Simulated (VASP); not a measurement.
# Sr (a cell with a defect) in VASP: single point with PBE

Aim: the single point of Sr (a cell with a defect) with PBE.

All numbers are computed with VASP 6.6.1; they aren't measurements. Logs are shortened: lines on timing, memory, paths and dates and some standing lists are left out, and cuts for length are marked.

## Step 1: The cell of the first run

The cell holds a defect, 7 atoms: a = 8.605 Å, b = 8.605 Å, c = 8.605 Å, α = 60.00°, β = 60.00°, γ = 60.00°.

## Step 2: Single point, PBE

Contents of INCAR:

```
PREC     = Accurate       # precision mode
ENCUT    = 520            # plane-wave cutoff, eV
EDIFF    = 1E-7           # SCF threshold, eV
ISMEAR   = 0              # smearing method
SIGMA    = 0.1            # smearing width, eV
LREAL    = False          # projectors in reciprocal space
LASPH    = True           # aspherical terms in the spheres
NELM     = 100            # most SCF steps
ALGO     = Normal         # electronic algorithm
ISIF     = 2              # what is computed and relaxed
LWAVE    = False          # write WAVECAR
LCHARG   = False          # write CHGCAR
GGA      = PE             # functional
NBANDS   = 44             # bands
```

Contents of KPOINTS:

```
Automatic mesh
0
Gamma
  2 2 2
```

Contents of POSCAR:

```
Sr
1.0
    0.0000000000      6.0847000000      6.0847000000
    6.0847000000      0.0000000000      6.0847000000
    6.0847000000      6.0847000000      0.0000000000
Sr
7
Direct
    0.0000000000      0.0000000000      0.2500001643
    0.0248561967      0.5536439759     -0.0392501685
   -0.0248561967      0.4463560241      0.5392500041
    0.5536439759      0.0248561967     -0.0392501685
    0.4463560241     -0.0248561967      0.5392500041
    0.5000000000      0.5000000000      0.0232857824
    0.5000000000      0.5000000000      0.4767142176
```

Potentials or basis: VASP PAW PBE potentials, release 64 (Sr_sv).

Launch:

```bash
$ cat potpaw_PBE.64/Sr_sv/POTCAR > POTCAR
$ mpirun -np 1 vasp_std > vasp.out
```

OUTCAR:

```text
PREC = Accurate
   ENCUT = 520
   EDIFF = 1E-7
   ISMEAR = 0
   LREAL = False
   LASPH = True
   NELM = 100
   ISIF = 2
   GGA = PE

 ion  position               nearest neighbor table
   1  0.000  0.000  0.250-   4 4.19   2 4.19   3 4.19   5 4.19   7 4.72   7 4.72   6 4.72   6 4.72

   2  0.025  0.554  0.961-   4 4.05   7 4.16   6 4.16   1 4.19   3 4.41   3 4.41   6 4.51   7 4.51
                             4 4.55   5 5.13
   3  0.975  0.446  0.539-   5 4.05   7 4.16   6 4.16   1 4.19   2 4.41   2 4.41   6 4.51   7 4.51
                             5 4.55   4 5.13
   4  0.554  0.025  0.961-   2 4.05   7 4.16   6 4.16   1 4.19   5 4.41   5 4.41   6 4.51   7 4.51
                             2 4.55   3 5.13
   5  0.446  0.975  0.539-   3 4.05   7 4.16   6 4.16   1 4.19   4 4.41   4 4.41   6 4.51   7 4.51
                             3 4.55   2 5.13
   6  0.500  0.500  0.023-   7 3.90   4 4.16   2 4.16   5 4.16   3 4.16   5 4.51   3 4.51   4 4.51
                             2 4.51   7 4.70   1 4.72   1 4.72
   7  0.500  0.500  0.477-   6 3.90   5 4.16   3 4.16   2 4.16   4 4.16   4 4.51   2 4.51   5 4.51
                             3 4.51   6 4.70   1 4.72   1 4.72

  LATTYP: Found a face centered cubic cell.
 ALAT       =    12.1694000000

  Lattice vectors:

 A1 = (   0.0000000000,   6.0847000000,   6.0847000000)
 A2 = (   6.0847000000,   0.0000000000,   6.0847000000)
 A3 = (   6.0847000000,   6.0847000000,   0.0000000000)

Analysis of symmetry for initial positions (statically):
=====================================================================
 Subroutine PRICEL returns:
 Original cell was already a primitive cell.

 Routine SETGRP: Setting up the symmetry group for a
 face centered cubic supercell.

 Subroutine GETGRP returns: Found  8 space group operations
 (whereof  4 operations were pure point group operations)
 out of a pool of 48 trial point group operations.

The static configuration has the point symmetry C_2v.
 The point group associated with its full space group is D_2h.

Analysis of symmetry for dynamics (positions and initial velocities):
=====================================================================
 Subroutine PRICEL returns:
 Original cell was already a primitive cell.

 Routine SETGRP: Setting up the symmetry group for a
 face centered cubic supercell.

 Subroutine GETGRP returns: Found  8 space group operations
 (whereof  4 operations were pure point group operations)
 out of a pool of 48 trial point group operations.

[... 94 lines left out ...]
   NSW    =      0    number of steps for IOM
   IBRION =     -1    ionic relax: 0-MD 1-quasi-New 2-CG
   NFREE  =      0    steps in history (QN), initial steepest desc. (CG)
   ISIF   =      2    stress and relaxation
   ISYM   =      2    0-nonsym 1-usesym 2-fastsym
   POTIM  = 0.5000    time-step for ionic-motion
   TEBEG  =    0.0;   TEEND  =   0.0 temperature during run
   PSTRESS=    0.0 pullay stress
   NELECT =      70.0000    total number of electrons
   NUPDOWN=      -1.0000    fix difference up-down
   EMIN   =  10.00;   EMAX   =-10.00  energy-range for DOS
   EFERMI =   0.00;   METHOD = LEGACY
   ISMEAR =     0;   SIGMA  =   0.10  broadening in eV -4-tet -1-fermi 0-gaus
   EFERMI_NEDOS =   21; number of points for ismear=-14 and -15
   IALGO  =     38    algorithm
   IMIX   =      4    mixing-type and parameters
     AMIX     =   0.40;   BMIX     =  1.00
     AMIX_MAG =   1.60;   BMIX_MAG =  1.00
  volume/ion in A,a.u.               =      64.36       434.36
  Fermi-wavevector in a.u.,A,eV,Ry     =   0.880086  1.663121 10.538406  0.774551
  Thomas-Fermi vector in A             =   2.000398
   LORBIT       =      0    0 simple, 1 ext, 2 COOP (PROOUT), +10 PAW based schemes
   GGA     = PE    functional components
   LHFCALC =     F    Hartree Fock is set to
   AEXX    =    0.0000 exact exchange contribution
   IVDW    =     0    specifies the selected vdW correction
   LEPSILON=     F    determine dielectric tensor
   LRPA    =     F    only Hartree local field effects (RPA)
 non-spin polarized calculation
 Gauss-broadening in eV      SIGMA  =   0.10
  energy-cutoff  :      520.00
  volume of cell :      450.55
 maximum number of plane-waves:     12150
 NGX is ok and might be reduce to    64
   NGX = 31   NGY = 31   NGZ = 31

 number of electron      69.9999999 magnetization

 Free energy of the ion-electron system (eV)
  ---------------------------------------------------
  ext. energy  EPLUGINS =         0.00000000
  ---------------------------------------------------
  free energy    TOTEN  =       -10.62659494 eV

  energy without entropy =      -10.58380792  energy(sigma->0) =      -10.60520143

 E-fermi :   0.8937     XC(G=0):  -6.8633

 val. band max:        0.8775991946   @ k =   0.0000   0.0000   0.0000
 cond. band min:       0.9897758097   @ k =   0.0000   0.0000   0.0000
 fundamental gap:      0.1121766152
 Fermi energy:         0.8936785081

 k-point     1 :       0.0000    0.0000    0.0000
  band No.  band energies     occupation
      1     -36.0801      2.00000
      2     -35.9272      2.00000
      3     -35.9242      2.00000
      4     -35.9215      2.00000
      5     -35.9189      2.00000
      6     -35.6847      2.00000
[... 224 lines left out ...]
     43       2.2330      0.00000
     44       2.2656      0.00000

------------------------ aborting loop because EDIFF is reached ----------------------------------------

  FORCE on cell =-STRESS in cart. coord.  units (eV):
  Direction    XX          YY          ZZ          XY          YZ          ZX
  --------------------------------------------------------------------------------------
  -------------------------------------------------------------------------------------
  Total       -1.9750678     -1.9750678     -1.5547336     -0.8888667      0.0000000      0.0000000
  in kB       -7.0233625     -7.0233625     -5.5286494     -3.1608195      0.0000000      0.0000000
  external PRESSURE =      -6.5251248 kB  Pullay stress =       0.0000000 kB

 VOLUME and BASIS-vectors are now :
 -----------------------------------------------------------------------------
  energy-cutoff  :      520.00
  volume of cell :      450.55
      direct lattice vectors                 reciprocal lattice vectors
     0.000000000  6.084700000  6.084700000    -0.082173320  0.082173320  0.082173320
     6.084700000  0.000000000  6.084700000     0.082173320 -0.082173320  0.082173320
     6.084700000  6.084700000  0.000000000     0.082173320  0.082173320 -0.082173320

 POSITION                                       TOTAL-FORCE (eV/Angst)
 -----------------------------------------------------------------------------------
      1.52118      1.52118      0.00000        -0.000000     -0.000000      0.000000
      9.21463      5.99712      3.52000         0.007459     -0.007459      0.018455
      5.99712      9.21463      8.64940        -0.007459      0.007459     -0.018455
      5.99712      9.21463      3.52000        -0.007459      0.007459      0.018455
      9.21463      5.99712      8.64940         0.007459     -0.007459     -0.018455
      3.18404      3.18404      6.08470        -0.000576     -0.000576      0.000000
      5.94301      5.94301      6.08470         0.000576      0.000576      0.000000
 -----------------------------------------------------------------------------------
    total drift:                                0.006457      0.006457      0.000000

  FREE ENERGIE OF THE ION-ELECTRON SYSTEM (eV)
  ---------------------------------------------------
  free  energy   TOTEN  =       -10.6265949358 eV

  energy  without entropy=      -10.5838079215  energy(sigma->0) =      -10.60520143
```

Wall time 2.2 min (1 thread of Intel Xeon Platinum 8375C at 2.90GHz (Ice Lake), shared host); peak memory 0.58 GiB.

What came out:

```
Free energy            : -10.6266 eV
Pressure               : -0.7 GPa
Largest force          : 0.021 eV/Å
Band gap on the k mesh : zero (bands 35 and 36 overlap by 0.37 eV)
```

Forces in eV/Å, atoms in the order of the input:
```
Sr   0.000  0.000  0.000
Sr   0.007 -0.007  0.018
Sr  -0.007  0.007 -0.018
Sr  -0.007  0.007  0.018
Sr   0.007 -0.007 -0.018
Sr  -0.001 -0.001  0.000
Sr   0.001  0.001  0.000
```

Caveat: the k points lie up to 0.45 Å⁻¹ apart.
